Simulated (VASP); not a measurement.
# PtSe2 (Sudovikovite) (P-3m1) in VASP: further runs

The runs below take PtSe2 (Sudovikovite) through single point, with PBE.

Everything below comes from runs of VASP 6.6.1. Logs are shortened: lines on timing, memory, paths and dates and some standing lists are left out, and cuts for length are marked.

### Step 1. The cell of the first run

It takes space group P-3m1 (No. 164, trigonal). The conventional cell has a = 3.724 Å, b = 3.724 Å, c = 5.062 Å, α = 90.00°, β = 90.00°, γ = 120.00°. Within 3.3 Å of Pt (site symmetry -3m) lie 6 Se at 2.49 Å. Within 3.3 Å of Se (site symmetry 3m) lie 3 Pt at 2.49 Å.

### Step 2. Single point, PBE

Input file INCAR:

```
  PREC = Accurate
  ENCUT = 520
  EDIFF = 1E-6
  ISMEAR = -1
  SIGMA = 0.05
  LREAL = False
  LASPH = True
  NELM = 60
  ALGO = Normal
  ISIF = 2
  LWAVE = False
  LCHARG = False
  GGA = PE
  NBANDS = 18
```

Input file KPOINTS:

```
Automatic mesh
0
Gamma
  5 5 3
```

Input file POSCAR:

```
PtSe2
1.0
    3.7240000000      0.0000000000      0.0000000000
   -1.8620000000      3.2250786037      0.0000000000
    0.0000000000      0.0000000000      5.0620000000
Pt Se
1 2
Direct
    0.0000000000      0.0000000000      0.0000000000
    0.6666666667      0.3333333333      0.7500000000
    0.3333333333      0.6666666667      0.2500000000
```

Potentials or basis: VASP PAW PBE potentials, release 64 (Pt, Se).

Started as:

```console
> cat potpaw_PBE.64/Pt/POTCAR potpaw_PBE.64/Se/POTCAR > POTCAR
> mpirun -np 1 vasp_std > vasp.out
```

OUTCAR:

```text
PREC = Accurate
   ENCUT = 520
   EDIFF = 1E-6
   ISMEAR = -1
   LREAL = False
   LASPH = True
   NELM = 60
   ISIF = 2
   GGA = PE

 ion  position               nearest neighbor table
   1  0.000  0.000  0.000-   2 2.49   3 2.49   2 2.49   3 2.49   2 2.49   3 2.49
   2  0.667  0.333  0.750-   1 2.49   1 2.49   1 2.49
   3  0.333  0.667  0.250-   1 2.49   1 2.49   1 2.49

  LATTYP: Found a hexagonal cell.
 ALAT       =     3.7240000000
 C/A-ratio  =     1.3592910849

  Lattice vectors:

 A1 = (   3.7240000000,   0.0000000000,   0.0000000000)
 A2 = (  -1.8620000000,   3.2250786037,   0.0000000000)
 A3 = (   0.0000000000,   0.0000000000,   5.0620000000)

Analysis of symmetry for initial positions (statically):
=====================================================================
 Subroutine PRICEL returns:
 Original cell was already a primitive cell.

 Routine SETGRP: Setting up the symmetry group for a
 hexagonal supercell.

 Subroutine GETGRP returns: Found 12 space group operations
 (whereof 12 operations were pure point group operations)
 out of a pool of 24 trial point group operations.

The static configuration has the point symmetry D_3d.

Analysis of symmetry for dynamics (positions and initial velocities):
=====================================================================
 Subroutine PRICEL returns:
 Original cell was already a primitive cell.

 Routine SETGRP: Setting up the symmetry group for a
 hexagonal supercell.

 Subroutine GETGRP returns: Found 12 space group operations
 (whereof 12 operations were pure point group operations)
 out of a pool of 24 trial point group operations.

The dynamic configuration has the point symmetry D_3d.

 Subroutine INISYM returns: Found 12 space group operations
 (whereof 12 operations are pure point group operations),
 and found     1 'primitive' translations

----------------------------------------------------------------------------------------

                                     Primitive cell

  volume of cell :      60.7956

  direct lattice vectors                    reciprocal lattice vectors
     3.724000000  0.000000000  0.000000000     0.268528464  0.155034981  0.000000000
    -1.862000000  3.225078604  0.000000000     0.000000000  0.310069962  0.000000000
     0.000000000  0.000000000  5.062000000     0.000000000  0.000000000  0.197550375

  length of vectors
     3.724000000  3.724000000  5.062000000     0.310069962  0.310069962  0.197550375

  position of ions in fractional coordinates (direct lattice)
     0.000000000  0.000000000  0.000000000
     0.666666667  0.333333333  0.750000000
     0.333333333  0.666666667  0.250000000

  ion indices of the primitive-cell ions
   primitive index   ion index
                 1           1
                 2           2
                 3           3

----------------------------------------------------------------------------------------

 KPOINTS: Automatic mesh

Automatic generation of k-mesh.
 Grid dimensions read from file:
 generate k-points for:    5    5    3

 Generating k-lattice:

  Cartesian coordinates                     Fractional coordinates (reciprocal lattice)
     0.053705693  0.031006996  0.000000000     0.200000000  0.000000000  0.000000000
     0.000000000  0.062013992  0.000000000     0.000000000  0.200000000  0.000000000
     0.000000000  0.000000000  0.065850125     0.000000000  0.000000000  0.333333333

  Length of vectors
     0.062013992  0.062013992  0.065850125

  Shift w.r.t. Gamma in fractional coordinates (k-lattice)
     0.000000000  0.000000000  0.000000000

 Subroutine IBZKPT returns following result:
 ===========================================

 Found     12 irreducible k-points:

 Following reciprocal coordinates:
            Coordinates               Weight
  0.000000  0.000000  0.000000      1.000000
  0.200000  0.000000  0.000000      6.000000
  0.400000 -0.000000  0.000000      6.000000
  0.200000  0.200000  0.000000      6.000000
  0.400000  0.200000  0.000000      6.000000
  0.000000  0.000000  0.333333      2.000000
  0.200000  0.000000  0.333333      6.000000
  0.000000  0.200000  0.333333      6.000000
  0.400000 -0.000000  0.333333      6.000000
  0.000000  0.400000  0.333333      6.000000
  0.200000  0.200000  0.333333     12.000000
  0.400000  0.200000  0.333333     12.000000
   k-points           NKPTS =     12   k-points in BZ     NKDIM =     12   number of bands    NBANDS=     18
   number of dos      NEDOS =    301   number of ions     NIONS =      3
   total plane-waves  NPLWV =  31360
   dimension x,y,z NGX =    28 NGY =   28 NGZ =   40
   dimension x,y,z NGXF=    56 NGYF=   56 NGZF=   80
   ions per type =               1   2
   NGX,Y,Z   is equivalent  to a cutoff of  12.50, 12.50, 13.14 a.u.
   NGXF,Y,Z  is equivalent  to a cutoff of  25.00, 25.00, 26.27 a.u.
 SYSTEM =  unknown system
   PREC   = accura    normal or accurate (medium, high low for compatibility)
   ISTART =      0    job   : 0-new  1-cont  2-samecut
   ICHARG =      2    charge: 1-file 2-atom 10-const
   ISPIN  =      1    spin polarized calculation?
   LNONCOLLINEAR =      F non collinear calculations
   LSORBIT =      F    spin-orbit coupling
   LASPH  =      T    aspherical Exc in radial PAW
   ENCUT  =  520.0 eV  38.22 Ry    6.18 a.u.   6.92  6.92  9.41*2*pi/ulx,y,z
   NELM   =     60;   NELMIN=  2; NELMDL= -5     # of ELM steps
   EDIFF  = 0.1E-05   stopping-criterion for ELM
   LREAL  =      F    real-space projection
   EDIFFG = 0.1E-04   stopping-criterion for IOM
   NSW    =      0    number of steps for IOM
   IBRION =     -1    ionic relax: 0-MD 1-quasi-New 2-CG
   NFREE  =      0    steps in history (QN), initial steepest desc. (CG)
   ISIF   =      2    stress and relaxation
   ISYM   =      2    0-nonsym 1-usesym 2-fastsym
   POTIM  = 0.5000    time-step for ionic-motion
   TEBEG  =    0.0;   TEEND  =   0.0 temperature during run
   PSTRESS=    0.0 pullay stress
   NELECT =      22.0000    total number of electrons
   NUPDOWN=      -1.0000    fix difference up-down
   EMIN   =  10.00;   EMAX   =-10.00  energy-range for DOS
   EFERMI =   0.00;   METHOD = LEGACY
   ISMEAR =    -1;   SIGMA  =   0.05  broadening in eV -4-tet -1-fermi 0-gaus
   EFERMI_NEDOS =   21; number of points for ismear=-14 and -15
   IALGO  =     38    algorithm
   IMIX   =      4    mixing-type and parameters
     AMIX     =   0.40;   BMIX     =  1.00
     AMIX_MAG =   1.60;   BMIX_MAG =  1.00
  volume/ion in A,a.u.               =      20.27       136.76
  Fermi-wavevector in a.u.,A,eV,Ry     =   1.166608  2.204570 18.517184  1.360975
  Thomas-Fermi vector in A             =   2.303119
   LORBIT       =      0    0 simple, 1 ext, 2 COOP (PROOUT), +10 PAW based schemes
   GGA     = PE    functional components
   LHFCALC =     F    Hartree Fock is set to
   AEXX    =    0.0000 exact exchange contribution
   IVDW    =     0    specifies the selected vdW correction
   LEPSILON=     F    determine dielectric tensor
   LRPA    =     F    only Hartree local field effects (RPA)
 non-spin polarized calculation
  energy-cutoff  :      520.00
  volume of cell :       60.80
 maximum number of plane-waves:      1649
 NGX is ok and might be reduce to    28
   NGX = 13   NGY = 13   NGZ = 19

 number of electron      21.9999999 magnetization

 Free energy of the ion-electron system (eV)
  ---------------------------------------------------
  ext. energy  EPLUGINS =         0.00000000
  ---------------------------------------------------
  free energy    TOTEN  =       -14.21026956 eV

  energy without entropy =      -14.20607691  energy(sigma->0) =      -14.20817323

 E-fermi :   6.7166     XC(G=0): -10.6355

 val. band max:        6.1894350364   @ k =   0.0000   0.2000   0.3333
 cond. band min:       6.8030324136   @ k =   0.4000   0.2000   0.0000
 fundamental gap:      0.6135973773
 Fermi energy:         6.7165719292

 k-point     1 :       0.0000    0.0000    0.0000
  band No.  band energies     occupation
      1      -9.1833      2.00000
      2      -6.3630      2.00000
      3      -0.6654      2.00000
      4       0.0517      2.00000
      5       0.0517      2.00000
      6       2.5145      2.00000
[... 10 lines left out ...]
     17      13.8145      0.00000
     18      18.3474      0.00000

 k-point     2 :       0.2000    0.0000    0.0000
  band No.  band energies     occupation
      1      -8.7503      2.00000
      2      -6.5498      2.00000
      3      -0.1681      2.00000
      4       0.3169      2.00000
      5       0.3733      2.00000
      6       1.7557      2.00000
[... 10 lines left out ...]
     17      14.8903      0.00000
     18      15.2086      0.00000

 k-point     3 :       0.4000   -0.0000    0.0000
  band No.  band energies     occupation
      1      -7.7509      2.00000
      2      -6.9745      2.00000
      3      -0.4801      2.00000
      4       0.6830      2.00000
      5       0.9987      2.00000
      6       1.6916      2.00000
[... 10 lines left out ...]
     17      14.0723      0.00000
     18      16.4563      0.00000

 k-point     4 :       0.2000    0.2000    0.0000
  band No.  band energies     occupation
      1      -8.0300      2.00000
      2      -6.8158      2.00000
      3       0.3308      2.00000
      4       0.5035      2.00000
      5       0.6734      2.00000
      6       1.1174      2.00000
[... 10 lines left out ...]
     17      15.1522      0.00000
     18      15.2415      0.00000

 k-point     5 :       0.4000    0.2000    0.0000
  band No.  band energies     occupation
      1      -7.2781      2.00000
      2      -7.1632      2.00000
      3      -0.5661      2.00000
      4       0.4525      2.00000
      5       0.9883      2.00000
      6       1.5765      2.00000
[... 10 lines left out ...]
     17      15.8296      0.00000
     18      16.5224      0.00000

 k-point     6 :       0.0000    0.0000    0.3333
  band No.  band energies     occupation
      1      -8.8121      2.00000
      2      -7.1429      2.00000
      3       0.0913      2.00000
      4       0.0913      2.00000
      5       0.5446      2.00000
      6       2.4909      2.00000
[... 10 lines left out ...]
     17      13.4582      0.00000
     18      16.2260      0.00000

 k-point     7 :       0.2000    0.0000    0.3333
  band No.  band energies     occupation
      1      -8.3893      2.00000
      2      -7.1523      2.00000
      3      -0.1861      2.00000
      4       0.3702      2.00000
      5       0.9753      2.00000
      6       1.8588      2.00000
[... 10 lines left out ...]
     17      14.4076      0.00000
     18      15.2550      0.00000

 k-point     8 :       0.0000    0.2000    0.3333
  band No.  band energies     occupation
      1      -8.4173      2.00000
      2      -7.0984      2.00000
      3      -0.2761      2.00000
      4       0.2844      2.00000
      5       0.9415      2.00000
      6       1.6855      2.00000
[... 10 lines left out ...]
     17      15.2836      0.00000
     18      15.6669      0.00000

 k-point     9 :       0.4000   -0.0000    0.3333
  band No.  band energies     occupation
      1      -7.4269      2.00000
      2      -7.2885      2.00000
      3      -0.6295      2.00000
      4       0.5895      2.00000
      5       0.6636      2.00000
      6       1.7026      2.00000
[... 10 lines left out ...]
     17      15.8023      0.00000
     18      15.9534      0.00000

 k-point    10 :       0.0000    0.4000    0.3333
  band No.  band energies     occupation
      1      -7.6775      2.00000
      2      -6.9730      2.00000
      3      -0.9039      2.00000
      4       0.3223      2.00000
      5       0.5192      2.00000
      6       2.0742      2.00000
[... 10 lines left out ...]
     17      15.8551      0.00000
     18      16.6475      0.00000

 k-point    11 :       0.2000    0.2000    0.3333
  band No.  band energies     occupation
      1      -7.7645      2.00000
      2      -7.1111      2.00000
      3      -0.1238      2.00000
      4       0.0213      2.00000
      5       0.9343      2.00000
      6       1.5281      2.00000
[... 10 lines left out ...]
     17      14.5906      0.00000
     18      16.0966      0.00000

 k-point    12 :       0.4000    0.2000    0.3333
  band No.  band energies     occupation
      1      -7.2930      2.00000
      2      -7.0912      2.00000
      3      -0.6282      2.00000
      4       0.2191      2.00000
      5       0.9958      2.00000
      6       1.5637      2.00000
[... 10 lines left out ...]
     17      15.0048      0.00000
     18      16.0677      0.00000

------------------------ aborting loop because EDIFF is reached ----------------------------------------

  FORCE on cell =-STRESS in cart. coord.  units (eV):
  Direction    XX          YY          ZZ          XY          YZ          ZX
  --------------------------------------------------------------------------------------
  -------------------------------------------------------------------------------------
  Total        3.0681269      3.0681269      2.0719092      0.0000000      0.0000000      0.0000000
  in kB       80.8559119     80.8559119     54.6020808      0.0000000      0.0000000      0.0000000
  external PRESSURE =      72.1046349 kB  Pullay stress =       0.0000000 kB

 VOLUME and BASIS-vectors are now :
 -----------------------------------------------------------------------------
  energy-cutoff  :      520.00
  volume of cell :       60.80
      direct lattice vectors                 reciprocal lattice vectors
     3.724000000  0.000000000  0.000000000     0.268528464  0.155034981  0.000000000
    -1.862000000  3.225078604  0.000000000     0.000000000  0.310069962  0.000000000
     0.000000000  0.000000000  5.062000000     0.000000000  0.000000000  0.197550375

 POSITION                                       TOTAL-FORCE (eV/Angst)
 -----------------------------------------------------------------------------------
      0.00000      0.00000      0.00000         0.000000      0.000000      0.000000
      1.86200      1.07503      3.79650         0.000000      0.000000     -0.521081
     -0.00000      2.15005      1.26550        -0.000000     -0.000000      0.521081
 -----------------------------------------------------------------------------------
    total drift:                               -0.000000     -0.000000     -0.000000

  FREE ENERGIE OF THE ION-ELECTRON SYSTEM (eV)
  ---------------------------------------------------
  free  energy   TOTEN  =       -14.2102695559 eV

  energy  without entropy=      -14.2060769079  energy(sigma->0) =      -14.20817323
```

Run time: 22 s. Hardware: 1 thread of Intel Xeon Platinum 8124M at 3.00GHz (Skylake/Cascade Lake), shared host; peak memory 0.18 GiB.

Results:

- Free energy: -14.2103 eV
- Pressure: 7.2 GPa
- Largest force: 0.521 eV/Å
- Band gap on the k mesh: zero (band 11 reaches 6.94 eV, above the bottom of band 12 at 6.80 eV)

Forces in eV/Å, atoms in the order of the input:
```
Pt   0.000  0.000  0.000
Se   0.000  0.000 -0.521
Se   0.000  0.000  0.521
```

Stress tensor (GPa, compression positive):
```
8.09 0.00 0.00
0.00 8.09 0.00
0.00 0.00 5.46
```

Levels at points of the mesh, in eV from the Fermi level:
```
           k point  band 9  band 10  band 11  band 12  band 13  band 14
(0.00, 0.00, 0.00)   -1.26    -1.26     0.22     1.28     1.28     3.43
```

Caveat: the k points lie up to 0.41 Å⁻¹ apart; spin-orbit coupling is left out, which moves the levels of the heavy elements.

### Step 3. Single point, PBE

This run uses another cell than the first one, of 18.68 Å³/atom, 0.922 times its volume.

Input file INCAR:

```
SYSTEM = PtSe2
PREC = Accurate
ENCUT = 520
EDIFF = 1E-6
ISMEAR = -1
SIGMA = 0.05
LREAL = .FALSE.
LASPH = .TRUE.
NELM = 60
ALGO = Normal
ISIF = 2
LWAVE = .FALSE.
LCHARG = .FALSE.
GGA = PE
NBANDS = 18
```

Input file KPOINTS:

```
Automatic mesh
0
G
  7 7 5
  0 0 0
```

Input file POSCAR:

```
PtSe2
1.0
    3.5750400000      0.0000000000      0.0000000000
   -1.7875200000      3.0960754596      0.0000000000
    0.0000000000      0.0000000000      5.0620000000
Pt Se
1 2
Direct
    0.0000000000      0.0000000000      0.0000000000
    0.6666666667      0.3333333333      0.7500000000
    0.3333333333      0.6666666667      0.2500000000
```

Potentials or basis: VASP PAW PBE potentials, release 64 (Pt, Se).

Started as:

```console
> cat potpaw_PBE.64/Pt/POTCAR potpaw_PBE.64/Se/POTCAR > POTCAR
> mpirun -np 1 vasp_std > vasp.out
```

Wall time 39 s (1 thread of Intel Xeon Platinum 8124M at 3.00GHz (Skylake/Cascade Lake), shared host); peak memory 0.19 GiB.

It converged, with:

- Free energy: -13.6952 eV
- Pressure: 23.5 GPa
- Largest force: 1.800 eV/Å
- Band gap on the k mesh: zero (band 11 reaches 8.01 eV, above the bottom of band 12 at 7.77 eV)

Forces on the atoms (eV/Å):
```
Pt   0.000  0.000  0.000
Se   0.000  0.000 -1.800
Se   0.000  0.000  1.800
```

Stress tensor (GPa, compression positive):
```
26.62  0.00  0.00
 0.00 26.62  0.00
 0.00  0.00 17.38
```

Levels at points of the mesh, in eV from the Fermi level:
```csv
k point,band 7,band 8,band 9,band 10,band 11,band 12,band 13,band 14,band 15,band 16
"(0.00, 0.00, 0.00)",-4.62,-3.03,-1.10,-1.10,0.25,1.69,1.69,3.59,4.92,7.36
```

Caveat: spin-orbit coupling is left out, which moves the levels of the heavy elements; forces of over 1 eV/Å act on the atoms, so gaps and moduli don't describe the material at rest.
